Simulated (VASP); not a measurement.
# Si3Ru (Pm-3m) in VASP: further runs

Si3Ru is run at these levels: PBE; tasks: single point, relaxation of cell and atoms.

All numbers are computed with VASP 6.6.1; they aren't measurements. Logs are shortened: lines on timing, memory, paths and dates and some standing lists are left out, and cuts for length are marked.

## 1. The cell of the first run

Symmetry: Pm-3m, No. 221, cubic system. Conventional cell: a = 3.782 Å, b = 3.782 Å, c = 3.782 Å, α = 90.00°, β = 90.00°, γ = 90.00°. Within 3.5 Å of Si (site symmetry 4/mmm) lie 8 Si at 2.67 Å and 4 Ru at 2.67 Å. Within 3.5 Å of Ru (site symmetry m-3m) lie 12 Si at 2.67 Å.

## 2. Single point, PBE

INCAR

```
SYSTEM = Si3Ru
ALGO     = Normal         ! electronic algorithm
EDIFF    = 1E-7           ! SCF threshold, eV
ENCUT    = 520            ! plane-wave cutoff, eV
GGA      = PE             ! functional
ISIF     = 2              ! what is computed and relaxed
ISMEAR   = 0              ! smearing method
LASPH    = .True.         ! aspherical terms in the spheres
LCHARG   = .False.        ! write CHGCAR
LREAL    = .False.        ! projectors in reciprocal space
LWAVE    = .False.        ! write WAVECAR
NBANDS   = 21             ! bands
NELM     = 100            ! most SCF steps
PREC     = Accurate       ! precision mode
SIGMA    = 0.1            ! smearing width, eV
```

KPOINTS

```
k-points
0
Gamma
  12 12 12
  0 0 0
```

POSCAR

```
Si3Ru
1.0
    3.7817332909      0.0000000000      0.0000000000
    0.0000000000      3.7817332909      0.0000000000
    0.0000000000      0.0000000000      3.7817332909
Si Ru
3 1
Direct
    0.0000000000      0.5000000000      0.5000000000
    0.5000000000      0.0000000000      0.5000000000
    0.5000000000      0.5000000000      0.0000000000
    0.0000000000      0.0000000000      0.0000000000
```

Potentials or basis: VASP PAW PBE potentials, release 64 (Si, Ru_pv).

Run with:

```bash
cat potpaw_PBE.64/Si/POTCAR potpaw_PBE.64/Ru_pv/POTCAR > POTCAR
mpirun -np 1 vasp_std > vasp.out
```

OUTCAR:

```text
SYSTEM = Si3Ru
   EDIFF = 1E-7
   ENCUT = 520
   GGA = PE
   ISIF = 2
   ISMEAR = 0
   LASPH = .True.
   LREAL = .False.
   NELM = 100
   PREC = Accurate

 ion  position               nearest neighbor table
   1  0.000  0.500  0.500-   2 2.67   3 2.67   4 2.67   3 2.67   4 2.67   2 2.67   4 2.67   4 2.67
                             2 2.67   3 2.67   3 2.67   2 2.67
   2  0.500  0.000  0.500-   1 2.67   3 2.67   4 2.67   3 2.67   4 2.67   1 2.67   3 2.67   3 2.67
                             1 2.67   4 2.67   4 2.67   1 2.67
   3  0.500  0.500  0.000-   1 2.67   2 2.67   4 2.67   1 2.67   2 2.67   2 2.67   4 2.67   2 2.67
                             1 2.67   4 2.67   1 2.67   4 2.67
   4  0.000  0.000  0.000-   1 2.67   2 2.67   3 2.67   1 2.67   2 2.67   1 2.67   3 2.67   1 2.67
                             2 2.67   3 2.67   2 2.67   3 2.67

  LATTYP: Found a simple cubic cell.
 ALAT       =     3.7817332909

  Lattice vectors:

 A1 = (   3.7817332909,   0.0000000000,   0.0000000000)
 A2 = (   0.0000000000,   3.7817332909,   0.0000000000)
 A3 = (   0.0000000000,   0.0000000000,   3.7817332909)

Analysis of symmetry for initial positions (statically):
=====================================================================
 Subroutine PRICEL returns:
 Original cell was already a primitive cell.

 Routine SETGRP: Setting up the symmetry group for a
 simple cubic supercell.

 Subroutine GETGRP returns: Found 48 space group operations
 (whereof 48 operations were pure point group operations)
 out of a pool of 48 trial point group operations.

The static configuration has the point symmetry O_h .

Analysis of symmetry for dynamics (positions and initial velocities):
=====================================================================
 Subroutine PRICEL returns:
 Original cell was already a primitive cell.

 Routine SETGRP: Setting up the symmetry group for a
 simple cubic supercell.

 Subroutine GETGRP returns: Found 48 space group operations
 (whereof 48 operations were pure point group operations)
 out of a pool of 48 trial point group operations.

The dynamic configuration has the point symmetry O_h .

 Subroutine INISYM returns: Found 48 space group operations
 (whereof 48 operations are pure point group operations),
 and found     1 'primitive' translations

----------------------------------------------------------------------------------------

                                     Primitive cell

  volume of cell :      54.0845

  direct lattice vectors                    reciprocal lattice vectors
     3.781733291  0.000000000  0.000000000     0.264429013  0.000000000  0.000000000
     0.000000000  3.781733291  0.000000000     0.000000000  0.264429013  0.000000000
     0.000000000  0.000000000  3.781733291     0.000000000  0.000000000  0.264429013

  length of vectors
     3.781733291  3.781733291  3.781733291     0.264429013  0.264429013  0.264429013

  position of ions in fractional coordinates (direct lattice)
     0.000000000  0.500000000  0.500000000
     0.500000000  0.000000000  0.500000000
     0.500000000  0.500000000  0.000000000
     0.000000000  0.000000000  0.000000000

  ion indices of the primitive-cell ions
   primitive index   ion index
                 1           1
                 2           2
                 3           3
                 4           4

----------------------------------------------------------------------------------------

 KPOINTS: k-points

Automatic generation of k-mesh.
 Grid dimensions read from file:
 generate k-points for:   12   12   12

 Generating k-lattice:

  Cartesian coordinates                     Fractional coordinates (reciprocal lattice)
     0.022035751  0.000000000  0.000000000     0.083333333  0.000000000  0.000000000
     0.000000000  0.022035751  0.000000000     0.000000000  0.083333333  0.000000000
     0.000000000  0.000000000  0.022035751     0.000000000  0.000000000  0.083333333

  Length of vectors
     0.022035751  0.022035751  0.022035751

  Shift w.r.t. Gamma in fractional coordinates (k-lattice)
     0.000000000  0.000000000  0.000000000

 Subroutine IBZKPT returns following result:
 ===========================================

 Found     84 irreducible k-points:

 Following reciprocal coordinates:
            Coordinates               Weight
  0.000000  0.000000  0.000000      1.000000
  0.083333  0.000000  0.000000      6.000000
  0.166667  0.000000  0.000000      6.000000
  0.250000  0.000000  0.000000      6.000000
  0.333333  0.000000  0.000000      6.000000
  0.416667  0.000000  0.000000      6.000000
[... 16 lines left out ...]
  0.333333  0.333333  0.000000     12.000000
  0.416667  0.333333  0.000000     24.000000
 [... further k-points ...]
   k-points           NKPTS =     84   k-points in BZ     NKDIM =     84   number of bands    NBANDS=     21
   number of dos      NEDOS =    301   number of ions     NIONS =      4
   total plane-waves  NPLWV =  21952
   dimension x,y,z NGX =    28 NGY =   28 NGZ =   28
   dimension x,y,z NGXF=    56 NGYF=   56 NGZF=   56
   ions per type =               3   1
   NGX,Y,Z   is equivalent  to a cutoff of  12.31, 12.31, 12.31 a.u.
   NGXF,Y,Z  is equivalent  to a cutoff of  24.62, 24.62, 24.62 a.u.
 SYSTEM =  Si3Ru
   PREC   = accura    normal or accurate (medium, high low for compatibility)
   ISTART =      0    job   : 0-new  1-cont  2-samecut
   ICHARG =      2    charge: 1-file 2-atom 10-const
   ISPIN  =      1    spin polarized calculation?
   LNONCOLLINEAR =      F non collinear calculations
   LSORBIT =      F    spin-orbit coupling
   LASPH  =      T    aspherical Exc in radial PAW
   ENCUT  =  520.0 eV  38.22 Ry    6.18 a.u.   7.03  7.03  7.03*2*pi/ulx,y,z
   NELM   =    100;   NELMIN=  2; NELMDL= -5     # of ELM steps
   EDIFF  = 0.1E-06   stopping-criterion for ELM
   LREAL  =      F    real-space projection
   EDIFFG = 0.1E-05   stopping-criterion for IOM
   NSW    =      0    number of steps for IOM
   IBRION =     -1    ionic relax: 0-MD 1-quasi-New 2-CG
   NFREE  =      0    steps in history (QN), initial steepest desc. (CG)
   ISIF   =      2    stress and relaxation
   ISYM   =      2    0-nonsym 1-usesym 2-fastsym
   POTIM  = 0.5000    time-step for ionic-motion
   TEBEG  =    0.0;   TEEND  =   0.0 temperature during run
   PSTRESS=    0.0 pullay stress
   NELECT =      26.0000    total number of electrons
   NUPDOWN=      -1.0000    fix difference up-down
   EMIN   =  10.00;   EMAX   =-10.00  energy-range for DOS
   EFERMI =   0.00;   METHOD = LEGACY
   ISMEAR =     0;   SIGMA  =   0.10  broadening in eV -4-tet -1-fermi 0-gaus
   EFERMI_NEDOS =   21; number of points for ismear=-14 and -15
   IALGO  =     38    algorithm
   IMIX   =      4    mixing-type and parameters
     AMIX     =   0.40;   BMIX     =  1.00
     AMIX_MAG =   1.60;   BMIX_MAG =  1.00
  volume/ion in A,a.u.               =      13.52        91.25
  Fermi-wavevector in a.u.,A,eV,Ry     =   1.282454  2.423486 22.377334  1.644688
  Thomas-Fermi vector in A             =   2.414764
   LORBIT       =      0    0 simple, 1 ext, 2 COOP (PROOUT), +10 PAW based schemes
   GGA     = PE    functional components
   LHFCALC =     F    Hartree Fock is set to
   AEXX    =    0.0000 exact exchange contribution
   IVDW    =     0    specifies the selected vdW correction
   LEPSILON=     F    determine dielectric tensor
   LRPA    =     F    only Hartree local field effects (RPA)
 non-spin polarized calculation
 Gauss-broadening in eV      SIGMA  =   0.10
  energy-cutoff  :      520.00
  volume of cell :       54.08
 maximum number of plane-waves:      1472
   NGX = 15   NGY = 15   NGZ = 15

 number of electron      26.0000017 magnetization

 Free energy of the ion-electron system (eV)
  ---------------------------------------------------
  ext. energy  EPLUGINS =         0.00000000
  ---------------------------------------------------
  free energy    TOTEN  =       -24.44305412 eV

  energy without entropy =      -24.43178330  energy(sigma->0) =      -24.43741871

 E-fermi :  11.6568     XC(G=0): -12.1206

 val. band max:       11.6457165662   @ k =   0.5000   0.2500   0.1667
 cond. band min:      11.6638313215   @ k =   0.5000   0.3333   0.2500
 fundamental gap:      0.0181147553
 Fermi energy:        11.6568385466

 k-point     1 :       0.0000    0.0000    0.0000
  band No.  band energies     occupation
      1     -30.9793      2.00000
      2     -30.9793      2.00000
      3     -30.9793      2.00000
      4      -2.4916      2.00000
      5       5.4731      2.00000
      6       5.4731      2.00000
[... 13 lines left out ...]
     20      18.6232      0.00000
     21      18.6232      0.00000

 k-point     2 :       0.0833    0.0000    0.0000
  band No.  band energies     occupation
      1     -30.9804      2.00000
      2     -30.9792      2.00000
      3     -30.9792      2.00000
      4      -2.4189      2.00000
      5       5.0343      2.00000
      6       5.5307      2.00000
[... 13 lines left out ...]
     20      17.7206      0.00000
     21      18.1922      0.00000

 k-point     3 :       0.1667    0.0000    0.0000
  band No.  band energies     occupation
      1     -30.9836      2.00000
      2     -30.9789      2.00000
      3     -30.9789      2.00000
      4      -2.2025      2.00000
      5       4.1175      2.00000
      6       5.7005      2.00000
[... 13 lines left out ...]
     20      17.0700      0.00000
     21      17.2262      0.00000

 k-point     4 :       0.2500    0.0000    0.0000
  band No.  band energies     occupation
      1     -30.9879      2.00000
      2     -30.9786      2.00000
      3     -30.9786      2.00000
      4      -1.8478      2.00000
      5       3.0822      2.00000
      6       5.9723      2.00000
[... 13 lines left out ...]
     20      17.1617      0.00000
     21      17.1617      0.00000

 k-point     5 :       0.3333    0.0000    0.0000
  band No.  band energies     occupation
      1     -30.9923      2.00000
      2     -30.9783      2.00000
      3     -30.9783      2.00000
      4      -1.3672      2.00000
      5       2.0694      2.00000
      6       6.3193      2.00000
[... 13 lines left out ...]
     20      17.7582      0.00000
     21      17.7582      0.00000

 k-point     6 :       0.4167    0.0000    0.0000
  band No.  band energies     occupation
      1     -30.9954      2.00000
      2     -30.9780      2.00000
      3     -30.9780      2.00000
      4      -0.8010      2.00000
      5       1.1701      2.00000
      6       6.5995      2.00000
[... 13 lines left out ...]
     20      18.4930      0.00000
     21      18.5105      0.00000

 k-point     7 :       0.5000    0.0000    0.0000
  band No.  band energies     occupation
      1     -30.9966      2.00000
      2     -30.9779      2.00000
      3     -30.9779      2.00000
      4      -0.4151      2.00000
      5       0.6713      2.00000
      6       6.5671      2.00000
[... 13 lines left out ...]
     20      18.8951      0.00000
     21      18.8951      0.00000
[... 291 lines left out ...]
      1     -30.9914      2.00000
      2     -30.9867      2.00000
      3     -30.9776      2.00000
      4      -0.7778      2.00000
      5       2.5959      2.00000
      6       3.9105      2.00000
[... 13 lines left out ...]
     20      17.8173      0.00000
     21      18.4781      0.00000

 k-point    21 :       0.4167    0.2500    0.0000
  band No.  band energies     occupation
      1     -30.9945      2.00000
      2     -30.9864      2.00000
      3     -30.9774      2.00000
      4      -0.2528      2.00000
      5       1.7523      2.00000
      6       4.2341      2.00000
[... 13 lines left out ...]
     20      18.2115      0.00000
     21      19.3035      0.00000

 k-point    22 :       0.5000    0.2500    0.0000
  band No.  band energies     occupation
      1     -30.9956      2.00000
      2     -30.9863      2.00000
      3     -30.9773      2.00000
      4       0.0823      2.00000
      5       1.3083      2.00000
      6       4.3953      2.00000
[... 13 lines left out ...]
     20      18.0933      0.00000
     21      19.5684      0.00000

 k-point    23 :       0.3333    0.3333    0.0000
  band No.  band energies     occupation
      1     -30.9910      2.00000
      2     -30.9907      2.00000
      3     -30.9773      2.00000
      4      -0.3449      2.00000
      5       2.9248      2.00000
      6       3.0130      2.00000
[... 13 lines left out ...]
     20      18.5681      0.00000
     21      19.5042      0.00000

 k-point    24 :       0.4167    0.3333    0.0000
  band No.  band energies     occupation
      1     -30.9940      2.00000
      2     -30.9905      2.00000
      3     -30.9771      2.00000
      4       0.1462      2.00000
      5       2.1658      2.00000
      6       3.3481      2.00000
[... 13 lines left out ...]
     20      18.8101      0.00000
     21      19.6645      0.00000

 [... further k-points ...]

------------------------ aborting loop because EDIFF is reached ----------------------------------------

  FORCE on cell =-STRESS in cart. coord.  units (eV):
  Direction    XX          YY          ZZ          XY          YZ          ZX
  --------------------------------------------------------------------------------------
  -------------------------------------------------------------------------------------
  Total       -0.0293340     -0.0293340     -0.0293340     -0.0000000      0.0000000     -0.0000000
  in kB       -0.8689776     -0.8689776     -0.8689776     -0.0000000      0.0000000     -0.0000000
  external PRESSURE =      -0.8689776 kB  Pullay stress =       0.0000000 kB

 VOLUME and BASIS-vectors are now :
 -----------------------------------------------------------------------------
  energy-cutoff  :      520.00
  volume of cell :       54.08
      direct lattice vectors                 reciprocal lattice vectors
     3.781733291  0.000000000  0.000000000     0.264429013  0.000000000  0.000000000
     0.000000000  3.781733291  0.000000000     0.000000000  0.264429013  0.000000000
     0.000000000  0.000000000  3.781733291     0.000000000  0.000000000  0.264429013

 POSITION                                       TOTAL-FORCE (eV/Angst)
 -----------------------------------------------------------------------------------
      0.00000      1.89087      1.89087         0.000000      0.000000      0.000000
      1.89087      0.00000      1.89087         0.000000      0.000000      0.000000
      1.89087      1.89087      0.00000         0.000000      0.000000      0.000000
      0.00000      0.00000      0.00000         0.000000      0.000000      0.000000
 -----------------------------------------------------------------------------------
    total drift:                               -0.000000     -0.000000     -0.000000

  FREE ENERGIE OF THE ION-ELECTRON SYSTEM (eV)
  ---------------------------------------------------
  free  energy   TOTEN  =       -24.4430541157 eV

  energy  without entropy=      -24.4317833029  energy(sigma->0) =      -24.43741871
```

It took 36 s on 1 thread of AMD EPYC 9R45 (Zen 5), shared host; peak memory 0.19 GiB.

Results:

| Property | Result |
| --- | --- |
| Free energy | -24.4431 eV |
| Pressure | -0.1 GPa |
| Band gap on the k mesh | zero (bands 13 and 14 overlap by 1.57 eV) |

Levels at points of the mesh, in eV from the Fermi level:
| k point | band 10 | band 11 | band 12 | band 13 | band 14 | band 15 | band 16 | band 17 |
| --- | --- | --- | --- | --- | --- | --- | --- | --- |
| (0.00, 0.00, 0.00) | -2.45 | -2.45 | -2.45 | -0.31 | 1.24 | 1.24 | 3.14 | 3.14 |
| (0.50, 0.00, 0.00) | -2.22 | -1.57 | -1.13 | -1.13 | -0.36 | 1.01 | 1.01 | 2.76 |
| (0.50, 0.50, 0.00) | -1.83 | -1.42 | -1.36 | -1.13 | 1.39 | 1.39 | 2.18 | 4.05 |
| (0.50, 0.50, 0.50) | -5.54 | -1.31 | -1.31 | -0.79 | 0.48 | 0.48 | 0.48 | 8.89 |

## 3. Relaxation of cell and atoms, PBE

This run uses another cell than the first one, of 13.92 Å³/atom.

INCAR

```
SYSTEM = Si3Ru
PREC = Accurate
ENCUT = 600
EDIFF = 1E-6
ISMEAR = 0
SIGMA = 0.1
LREAL = .False.
LASPH = .True.
NELM = 80
ALGO = Normal
ISIF = 3
LWAVE = .False.
LCHARG = .False.
GGA = PE
IBRION = 2
NSW = 100
EDIFFG = -0.01
```

KPOINTS

```
regular mesh
0
Gamma
  12 12 12
  0 0 0
```

POSCAR

```
Si3Ru
1.0
    3.8189930400      0.0000000000      0.0000000000
    0.0000000000      3.8189930400      0.0000000000
    0.0000000000      0.0000000000      3.8189930400
Si Ru
3 1
Direct
    0.0000000000      0.5000000000      0.5000000000
    0.5000000000      0.0000000000      0.5000000000
    0.5000000000      0.5000000000      0.0000000000
    0.0000000000      0.0000000000      0.0000000000
```

Potentials or basis: VASP PAW PBE potentials, release 64 (Si, Ru_pv).

Run with:

```bash
cat potpaw_PBE.64/Si/POTCAR potpaw_PBE.64/Ru_pv/POTCAR > POTCAR
mpirun -np 1 vasp_std > vasp.out
```

Run time: 78 s. Hardware: 1 thread of AMD EPYC 9R45 (Zen 5), shared host; peak memory 0.22 GiB.

Results (log left out):

* Free energy: -24.4436 eV
* Relaxed volume: 13.51 Å³/atom
* Relaxed cell: a = 3.781 Å, b = 3.781 Å, c = 3.781 Å, α = 90.00°, β = 90.00°, γ = 90.00°
* Space group after relaxing (to 0.1 Å): Pm-3m (No. 221)
* Energy gained by relaxing: 5.4 meV/atom
* Ionic steps: 3
* Pressure after relaxing: 0.0 GPa
* Band gap on the k mesh: zero (bands 13 and 14 overlap by 1.58 eV)

Step by step:
```csv
step,energy change (eV),largest force (eV/Å),pressure (GPa),volume (Å³)
1,0.0000,0.0000,-3.96,55.70
2,-0.0111,0.0000,3.18,52.97
3,-0.0215,0.0000,0.02,54.05
```

Final structure:
```yaml
crystal:
  lattice:
    - [3.78082, 0.00000, 0.00000]
    - [0.00000, 3.78082, 0.00000]
    - [0.00000, 0.00000, 3.78082]
  atoms:
    - { symbol: Si, position: [0.00000, 0.50000, 0.50000] }
    - { symbol: Si, position: [0.50000, 0.00000, 0.50000] }
    - { symbol: Si, position: [0.50000, 0.50000, 0.00000] }
    - { symbol: Ru, position: [0.00000, 0.00000, 0.00000] }
```

Levels at points of the mesh, in eV from the Fermi level:
```tsv
k point	band 10	band 11	band 12	band 13	band 14	band 15	band 16	band 17
(0.00, 0.00, 0.00)	-2.45	-2.45	-2.45	-0.31	1.24	1.24	3.14	3.14
(0.50, 0.00, 0.00)	-2.22	-1.58	-1.13	-1.13	-0.36	1.01	1.01	2.76
(0.50, 0.50, 0.00)	-1.84	-1.42	-1.36	-1.13	1.39	1.39	2.19	4.05
(0.50, 0.50, 0.50)	-5.55	-1.31	-1.31	-0.79	0.48	0.48	0.48	8.90
```
